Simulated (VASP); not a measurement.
Ti:

```
CELL_PARAMETERS angstrom
4.60000 0.00000 0.00000
-2.30000 3.98372 0.00000
0.00000 0.00000 2.82000
ATOMIC_POSITIONS crystal
Ti 0.00000 0.00000 0.00000
Ti 0.33333 0.66667 0.50000
Ti 0.66667 0.33333 0.50000
```

Base run:

```yaml
Program: VASP 6.6.1
Functional: BLYP
Potentials_or_basis: VASP PAW PBE potentials, release 64 (Ti_sv)
Cutoff: 520 eV
k_mesh: 8 × 8 × 12
Occupations: methfessel-paxton, width 0.05 eV
Spin: no spin polarisation
```

Its results: band gap on the k mesh zero (band 18 reaches 8.92 eV, above the bottom of band 19 at 8.64 eV); pressure 2.0 GPa.

The run is repeated on the same cell with these changes: functional from BLYP to PBEsol. What comes out?

Band gap on the k mesh zero (band 18 reaches 8.35 eV, above the bottom of band 19 at 8.04 eV); pressure -5.0 GPa.

PBEsol binds more tightly than BLYP, so the same cell stands under less pressure.

Caveats: the PAW data sets were made with another functional, which shifts forces and pressure a little.
